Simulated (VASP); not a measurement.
# B2P5 (P-3m1) in VASP: a series of runs

The runs below take B2P5 through single point, with PBE.

Program: VASP 6.6.1. These are calculated values, not measurements. Logs are shortened: lines on timing, memory, paths and dates and some standing lists are left out, and cuts for length are marked.

## (1) The cell of the first run

The structure is trigonal, space group P-3m1 (No. 164). Conventional cell: a = 3.267 Å, b = 3.267 Å, c = 22.784 Å, α = 90.00°, β = 90.00°, γ = 120.00°. Within 2.6 Å of B (site symmetry 3m) lie 4 P at 1.96 to 1.99 Å. B (site symmetry 3m) has 4 P at 1.97 to 1.99 Å within 2.6 Å. P (site symmetry 3m) has 3 P at 2.25 Å within 3.0 Å. Within 3.0 Å of P (site symmetry 3m) lie 3 P at 2.25 Å. P (site symmetry 3m) has 1 B at 1.96 Å and 3 P at 2.18 Å within 2.6 Å. Within 2.6 Å of P (site symmetry 3m) lie 4 B at 1.97 to 1.99 Å. P (site symmetry 3m) has 3 B at 1.99 Å within 2.6 Å.

## (2) Single point, PBE

Input file INCAR:

```
PREC = Accurate
ENCUT = 520
EDIFF = 1E-6
ISMEAR = 0
SIGMA = 0.2
LREAL = F
LASPH = T
NELM = 60
ALGO = Normal
ISIF = 2
LWAVE = F
LCHARG = T
GGA = PE
LELF = T
LVHAR = T
NBANDS = 44
```

Input file KPOINTS:

```
regular mesh
0
Gamma
  6 6 1
```

Input file POSCAR:

```
B2P5
1.0
    3.2670373400      0.0000000000      0.0000000000
   -1.6335186700      2.8293373316      0.0000000000
    0.0000000000      0.0000000000     22.7838824896
B P
4 10
Direct
    0.3333333333      0.6666666667      0.1102564027
    0.0000000000      0.0000000000      0.2247753541
    0.6666666667      0.3333333333      0.8897435973
    0.0000000000      0.0000000000      0.7752246459
    0.0000000000      0.0000000000      0.3626804989
    0.3333333333      0.6666666667      0.4164731414
    0.0000000000      0.0000000000      0.6373195011
    0.6666666667      0.3333333333      0.5835268586
    0.3333333333      0.6666666667      0.0240791415
    0.0000000000      0.0000000000      0.1382837896
    0.6666666667      0.3333333333      0.2523730976
    0.6666666667      0.3333333333      0.9759208585
    0.0000000000      0.0000000000      0.8617162104
    0.3333333333      0.6666666667      0.7476269024
```

Potentials or basis: VASP PAW PBE potentials, release 64 (B, P).

Run with:

```sh
cat potpaw_PBE.64/B/POTCAR potpaw_PBE.64/P/POTCAR > POTCAR
mpirun -np 1 vasp_std > vasp.out
```

OUTCAR:

```text
PREC = Accurate
   ENCUT = 520
   EDIFF = 1E-6
   ISMEAR = 0
   LREAL = F
   LASPH = T
   NELM = 60
   ISIF = 2
   GGA = PE

 ion  position               nearest neighbor table
   1  0.333  0.667  0.110-   9 1.96  10 1.99  10 1.99  10 1.99
   2  0.000  0.000  0.225-  10 1.97  11 1.99  11 1.99  11 1.99
   3  0.667  0.333  0.890-  12 1.96  13 1.99  13 1.99  13 1.99
   4  0.000  0.000  0.775-  13 1.97  14 1.99  14 1.99  14 1.99
   5  0.000  0.000  0.363-   6 2.25   6 2.25   6 2.25
   6  0.333  0.667  0.416-   5 2.25   5 2.25   5 2.25
   7  0.000  0.000  0.637-   8 2.25   8 2.25   8 2.25
   8  0.667  0.333  0.584-   7 2.25   7 2.25   7 2.25
   9  0.333  0.667  0.024-   1 1.96  12 2.18  12 2.18  12 2.18
  10  0.000  0.000  0.138-   2 1.97   1 1.99   1 1.99   1 1.99
  11  0.667  0.333  0.252-   2 1.99   2 1.99   2 1.99
  12  0.667  0.333  0.976-   3 1.96   9 2.18   9 2.18   9 2.18
  13  0.000  0.000  0.862-   4 1.97   3 1.99   3 1.99   3 1.99
  14  0.333  0.667  0.748-   4 1.99   4 1.99   4 1.99

  LATTYP: Found a hexagonal cell.
 ALAT       =     3.2670373400
 C/A-ratio  =     6.9738665704

  Lattice vectors:

 A1 = (   3.2670373400,   0.0000000000,   0.0000000000)
 A2 = (  -1.6335186700,   2.8293373316,   0.0000000000)
 A3 = (   0.0000000000,   0.0000000000,  22.7838824896)

Analysis of symmetry for initial positions (statically):
=====================================================================
 Subroutine PRICEL returns:
 Original cell was already a primitive cell.

 Routine SETGRP: Setting up the symmetry group for a
 hexagonal supercell.

 Subroutine GETGRP returns: Found 12 space group operations
 (whereof 12 operations were pure point group operations)
 out of a pool of 24 trial point group operations.

The static configuration has the point symmetry D_3d.

Analysis of symmetry for dynamics (positions and initial velocities):
=====================================================================
 Subroutine PRICEL returns:
 Original cell was already a primitive cell.

 Routine SETGRP: Setting up the symmetry group for a
 hexagonal supercell.

 Subroutine GETGRP returns: Found 12 space group operations
 (whereof 12 operations were pure point group operations)
 out of a pool of 24 trial point group operations.

The dynamic configuration has the point symmetry D_3d.

 Subroutine INISYM returns: Found 12 space group operations
 (whereof 12 operations are pure point group operations),
 and found     1 'primitive' translations

----------------------------------------------------------------------------------------

                                     Primitive cell

  volume of cell :     210.6040

  direct lattice vectors                    reciprocal lattice vectors
     3.267037340  0.000000000  0.000000000     0.306087717  0.176719826  0.000000000
    -1.633518670  2.829337332  0.000000000     0.000000000  0.353439651  0.000000000
     0.000000000  0.000000000 22.783882490     0.000000000  0.000000000  0.043890676

  length of vectors
     3.267037340  3.267037340 22.783882490     0.353439651  0.353439651  0.043890676

  position of ions in fractional coordinates (direct lattice)
     0.333333333  0.666666667  0.110256403
     0.000000000  0.000000000  0.224775354
     0.666666667  0.333333333  0.889743597
     0.000000000  0.000000000  0.775224646
     0.000000000  0.000000000  0.362680499
     0.333333333  0.666666667  0.416473141
     0.000000000  0.000000000  0.637319501
     0.666666667  0.333333333  0.583526859
     0.333333333  0.666666667  0.024079142
     0.000000000  0.000000000  0.138283790
     0.666666667  0.333333333  0.252373098
     0.666666667  0.333333333  0.975920858
     0.000000000  0.000000000  0.861716210
     0.333333333  0.666666667  0.747626902

  ion indices of the primitive-cell ions
   primitive index   ion index
                 1           1
                 2           2
                 3           3
                 4           4
                 5           5
                 6           6
                 7           7
                 8           8
                 9           9
                10          10
                11          11
                12          12
                13          13
                14          14

----------------------------------------------------------------------------------------

 KPOINTS: regular mesh

Automatic generation of k-mesh.
 Grid dimensions read from file:
 generate k-points for:    6    6    1

 Generating k-lattice:

  Cartesian coordinates                     Fractional coordinates (reciprocal lattice)
     0.051014619  0.029453304  0.000000000     0.166666667  0.000000000  0.000000000
     0.000000000  0.058906609  0.000000000     0.000000000  0.166666667  0.000000000
     0.000000000  0.000000000  0.043890676     0.000000000  0.000000000  1.000000000

  Length of vectors
     0.058906609  0.058906609  0.043890676

  Shift w.r.t. Gamma in fractional coordinates (k-lattice)
     0.000000000  0.000000000  0.000000000

 Subroutine IBZKPT returns following result:
 ===========================================

 Found      7 irreducible k-points:

 Following reciprocal coordinates:
            Coordinates               Weight
  0.000000  0.000000  0.000000      1.000000
  0.166667 -0.000000  0.000000      6.000000
  0.333333 -0.000000  0.000000      6.000000
  0.500000 -0.000000  0.000000      3.000000
  0.166667  0.166667  0.000000      6.000000
  0.333333  0.166667  0.000000     12.000000
  0.333333  0.333333  0.000000      2.000000
   k-points           NKPTS =      7   k-points in BZ     NKDIM =      7   number of bands    NBANDS=     44
   number of dos      NEDOS =    301   number of ions     NIONS =     14
   total plane-waves  NPLWV = 103680
   dimension x,y,z NGX =    24 NGY =   24 NGZ =  180
   dimension x,y,z NGXF=    48 NGYF=   48 NGZF=  360
   ions per type =               4  10
   NGX,Y,Z   is equivalent  to a cutoff of  12.21, 12.21, 13.13 a.u.
   NGXF,Y,Z  is equivalent  to a cutoff of  24.43, 24.43, 26.27 a.u.
 SYSTEM =  unknown system
   PREC   = accura    normal or accurate (medium, high low for compatibility)
   ISTART =      0    job   : 0-new  1-cont  2-samecut
   ICHARG =      2    charge: 1-file 2-atom 10-const
   ISPIN  =      1    spin polarized calculation?
   LNONCOLLINEAR =      F non collinear calculations
   LSORBIT =      F    spin-orbit coupling
   LASPH  =      T    aspherical Exc in radial PAW
   ENCUT  =  520.0 eV  38.22 Ry    6.18 a.u.   6.07  6.07 42.36*2*pi/ulx,y,z
   NELM   =     60;   NELMIN=  2; NELMDL= -5     # of ELM steps
   EDIFF  = 0.1E-05   stopping-criterion for ELM
   LREAL  =      F    real-space projection
   EDIFFG = 0.1E-04   stopping-criterion for IOM
   NSW    =      0    number of steps for IOM
   IBRION =     -1    ionic relax: 0-MD 1-quasi-New 2-CG
   NFREE  =      0    steps in history (QN), initial steepest desc. (CG)
   ISIF   =      2    stress and relaxation
   ISYM   =      2    0-nonsym 1-usesym 2-fastsym
   POTIM  = 0.5000    time-step for ionic-motion
   TEBEG  =    0.0;   TEEND  =   0.0 temperature during run
   PSTRESS=    0.0 pullay stress
   NELECT =      62.0000    total number of electrons
   NUPDOWN=      -1.0000    fix difference up-down
   EMIN   =  10.00;   EMAX   =-10.00  energy-range for DOS
   EFERMI =   0.00;   METHOD = LEGACY
   ISMEAR =     0;   SIGMA  =   0.20  broadening in eV -4-tet -1-fermi 0-gaus
   EFERMI_NEDOS =   21; number of points for ismear=-14 and -15
   IALGO  =     38    algorithm
   IMIX   =      4    mixing-type and parameters
     AMIX     =   0.40;   BMIX     =  1.00
     AMIX_MAG =   1.60;   BMIX_MAG =  1.00
  volume/ion in A,a.u.               =      15.04       101.52
  Fermi-wavevector in a.u.,A,eV,Ry     =   1.089055  2.058016 16.137069  1.186041
  Thomas-Fermi vector in A             =   2.225250
   LORBIT       =      0    0 simple, 1 ext, 2 COOP (PROOUT), +10 PAW based schemes
   GGA     = PE    functional components
   LHFCALC =     F    Hartree Fock is set to
   AEXX    =    0.0000 exact exchange contribution
   IVDW    =     0    specifies the selected vdW correction
   LEPSILON=     F    determine dielectric tensor
   LRPA    =     F    only Hartree local field effects (RPA)
 non-spin polarized calculation
 Gauss-broadening in eV      SIGMA  =   0.20
  energy-cutoff  :      520.00
  volume of cell :      210.60
 maximum number of plane-waves:      5736
   NGX = 13   NGY = 13   NGZ = 85

 number of electron      61.9999988 magnetization

 Free energy of the ion-electron system (eV)
  ---------------------------------------------------
  ext. energy  EPLUGINS =         0.00000000
  ---------------------------------------------------
  free energy    TOTEN  =       -81.13403539 eV

  energy without entropy =      -81.05232324  energy(sigma->0) =      -81.09317932

 E-fermi :   6.9617     XC(G=0): -10.2328

 val. band max:        6.8987452088   @ k =   0.1667   0.1667   0.0000
 cond. band min:       7.0415180276   @ k =   0.3333   0.1667   0.0000
 fundamental gap:      0.1427728188
 Fermi energy:         6.9617469330

 k-point     1 :       0.0000    0.0000    0.0000
  band No.  band energies     occupation
      1     -10.5940      2.00000
      2      -8.4372      2.00000
      3      -8.4231      2.00000
      4      -8.2736      2.00000
      5      -7.9454      2.00000
      6      -6.3351      2.00000
[... 35 lines left out ...]
     42       9.8496      0.00000
     43      10.1737      0.00000

 k-point     2 :       0.1667   -0.0000    0.0000
  band No.  band energies     occupation
      1     -10.1501      2.00000
      2      -7.9993      2.00000
      3      -7.9735      2.00000
      4      -7.8457      2.00000
      5      -7.5290      2.00000
      6      -5.9277      2.00000
[... 35 lines left out ...]
     42      10.7264      0.00000
     43      10.8414      0.00000

 k-point     3 :       0.3333   -0.0000    0.0000
  band No.  band energies     occupation
      1      -8.8707      2.00000
      2      -6.7715      2.00000
      3      -6.6755      2.00000
      4      -6.5974      2.00000
      5      -6.3596      2.00000
      6      -4.8423      2.00000
[... 35 lines left out ...]
     42      10.3424      0.00000
     43      10.6752      0.00000

 k-point     4 :       0.5000   -0.0000    0.0000
  band No.  band energies     occupation
      1      -7.4593      2.00000
      2      -6.0022      2.00000
      3      -5.3995      2.00000
      4      -5.2151      2.00000
      5      -5.2004      2.00000
      6      -4.8486      2.00000
[... 35 lines left out ...]
     42       9.8938      0.00000
     43      10.1389      0.00000

 k-point     5 :       0.1667    0.1667    0.0000
  band No.  band energies     occupation
      1      -9.2833      2.00000
      2      -7.1590      2.00000
      3      -7.0942      2.00000
      4      -7.0021      2.00000
      5      -6.7267      2.00000
      6      -5.1570      2.00000
[... 35 lines left out ...]
     42      11.0073      0.00000
     43      11.0413      0.00000

 k-point     6 :       0.3333    0.1667    0.0000
  band No.  band energies     occupation
      1      -7.7060      2.00000
      2      -5.8016      2.00000
      3      -5.5222      2.00000
      4      -5.4415      2.00000
      5      -5.3924      2.00000
      6      -4.7646      2.00000
[... 35 lines left out ...]
     42      10.6429      0.00000
     43      10.8438      0.00000

 k-point     7 :       0.3333    0.3333    0.0000
  band No.  band energies     occupation
      1      -6.1756      2.00000
      2      -6.1756      2.00000
      3      -4.8023      2.00000
      4      -4.7591      2.00000
      5      -3.9008      2.00000
      6      -3.8937      2.00000
[... 35 lines left out ...]
     42      11.9535      0.00000
     43      11.9535      0.00000
 [bands above 43 left out]

------------------------ aborting loop because EDIFF is reached ----------------------------------------

  FORCE on cell =-STRESS in cart. coord.  units (eV):
  Direction    XX          YY          ZZ          XY          YZ          ZX
  --------------------------------------------------------------------------------------
  -------------------------------------------------------------------------------------
  Total       -0.0957820     -0.0957820     -0.3407524      0.0000000     -0.0000000      0.0000000
  in kB       -0.7286651     -0.7286651     -2.5922859      0.0000000     -0.0000000      0.0000000
  external PRESSURE =      -1.3498720 kB  Pullay stress =       0.0000000 kB

 VOLUME and BASIS-vectors are now :
 -----------------------------------------------------------------------------
  energy-cutoff  :      520.00
  volume of cell :      210.60
      direct lattice vectors                 reciprocal lattice vectors
     3.267037340  0.000000000  0.000000000     0.306087717  0.176719826  0.000000000
    -1.633518670  2.829337332  0.000000000     0.000000000  0.353439651  0.000000000
     0.000000000  0.000000000 22.783882490     0.000000000  0.000000000  0.043890676

 POSITION                                       TOTAL-FORCE (eV/Angst)
 -----------------------------------------------------------------------------------
     -0.00000      1.88622      2.51207        -0.000000     -0.000000     -0.001041
      0.00000      0.00000      5.12126         0.000000     -0.000000      0.001233
      1.63352      0.94311     20.27181        -0.000000      0.000000      0.001041
      0.00000      0.00000     17.66263        -0.000000      0.000000     -0.001233
      0.00000      0.00000      8.26327        -0.000000      0.000000      0.096805
     -0.00000      1.88622      9.48888        -0.000000      0.000000     -0.083528
      0.00000      0.00000     14.52061         0.000000     -0.000000     -0.096805
      1.63352      0.94311     13.29501         0.000000     -0.000000      0.083528
     -0.00000      1.88622      0.54862        -0.000000     -0.000000     -0.051446
      0.00000      0.00000      3.15064        -0.000000      0.000000      0.008696
      1.63352      0.94311      5.75004        -0.000000      0.000000     -0.024998
      1.63352      0.94311     22.23527         0.000000      0.000000      0.051446
      0.00000      0.00000     19.63324         0.000000      0.000000     -0.008696
     -0.00000      1.88622     17.03384         0.000000      0.000000      0.024998
 -----------------------------------------------------------------------------------
    total drift:                               -0.000000      0.000000      0.000000

  FREE ENERGIE OF THE ION-ELECTRON SYSTEM (eV)
  ---------------------------------------------------
  free  energy   TOTEN  =       -81.1340353922 eV

  energy  without entropy=      -81.0523232438  energy(sigma->0) =      -81.09317932
```

Run time: 2.8 min. Hardware: 1 thread of Intel Xeon 8259CL, shared host; peak memory 0.31 GiB.

Results:

```
Free energy            : -81.1340 eV
Pressure               : -0.1 GPa
Largest force          : 0.097 eV/Å
Band gap on the k mesh : zero (bands 31 and 32 overlap by 2.01 eV)
```

Forces on the atoms (eV/Å):
```
B    0.000  0.000 -0.001
B    0.000  0.000  0.001
B    0.000  0.000  0.001
B    0.000  0.000 -0.001
P    0.000  0.000  0.097
P    0.000  0.000 -0.084
P    0.000  0.000 -0.097
P    0.000  0.000  0.084
P    0.000  0.000 -0.051
P    0.000  0.000  0.009
P    0.000  0.000 -0.025
P    0.000  0.000  0.051
P    0.000  0.000 -0.009
P    0.000  0.000  0.025
```

Caveat: the k points lie up to 0.37 Å⁻¹ apart, too coarse for converged energies and pressures of a metal; this functional lacks dispersion, which binds the layers, so the pressure and a relaxed spacing across them are unreliable.

## (3) Single point, PBE

This run uses another cell than the first one, of 15.29 Å³/atom.

Input file INCAR:

```
  PREC = Accurate
  ENCUT = 520
  EDIFF = 1E-6
  ISMEAR = 0
  SIGMA = 0.2
  LREAL = F
  LASPH = T
  NELM = 100
  ALGO = Normal
  ISIF = 2
  LWAVE = F
  LCHARG = F
  GGA = PE
  NBANDS = 44
```

KPOINTS is that of step 2.

Input file POSCAR:

```
B2P5
1.0
    3.2945019986      0.0000000000      0.0000000000
   -1.6472509993      2.8531224236      0.0000000000
    0.0000000000      0.0000000000     22.7683866089
B P
4 10
Direct
    0.0000000000      0.0000000000      0.1836731143
    0.3333333333      0.6666666667      0.4056345813
    0.0000000000      0.0000000000      0.8163268857
    0.6666666667      0.3333333333      0.5943654187
    0.0000000000      0.0000000000      0.2702355465
    0.6666666667      0.3333333333      0.1579691537
    0.6666666667      0.3333333333      0.4308153647
    0.3333333333      0.6666666667      0.3189522979
    0.0000000000      0.0000000000      0.7297644535
    0.3333333333      0.6666666667      0.8420308463
    0.3333333333      0.6666666667      0.5691846353
    0.6666666667      0.3333333333      0.6810477021
    0.3333333333      0.6666666667      0.0269893513
    0.6666666667      0.3333333333      0.9730106487
```

Potentials or basis: VASP PAW PBE potentials, release 64 (B, P).

Run with:

```sh
cat potpaw_PBE.64/B/POTCAR potpaw_PBE.64/P/POTCAR > POTCAR
mpirun -np 1 vasp_std > vasp.out
```

It took 3.5 min on 1 thread of Intel Xeon 8259CL, shared host; peak memory 0.37 GiB.

It converged, with:

```yaml
Free_energy: -79.9646 eV
Pressure: -0.3 GPa
Largest_force: 0.082 eV/Å
Band_gap_on_the_k_mesh: zero (bands 31 and 32 overlap by 0.95 eV)
```

Forces on the atoms (eV/Å):
```
B    0.000  0.000 -0.007
B    0.000  0.000 -0.028
B    0.000  0.000  0.007
B    0.000  0.000  0.028
P    0.000  0.000  0.028
P    0.000  0.000  0.016
P    0.000  0.000 -0.001
P    0.000  0.000 -0.008
P    0.000  0.000 -0.028
P    0.000  0.000 -0.016
P    0.000  0.000  0.001
P    0.000  0.000  0.008
P    0.000  0.000 -0.082
P    0.000  0.000  0.082
```

Levels at points of the mesh, in eV from the Fermi level:
```
           k point  band 27  band 28  band 29  band 30  band 31  band 32  band 33  band 34  band 35  band 36
(0.00, 0.00, 0.00)    -1.25    -1.21    -1.21     0.71     0.73     0.96     0.96     1.54     1.54     1.55
(0.50, 0.00, 0.00)    -2.78    -2.30    -1.92    -1.54    -1.47    -0.22    -0.19     0.59     0.61     1.18
```

Caveat: the k points lie up to 0.37 Å⁻¹ apart, too coarse for converged energies and pressures of a metal; this functional lacks dispersion, which binds the layers, so the pressure and a relaxed spacing across them are unreliable.
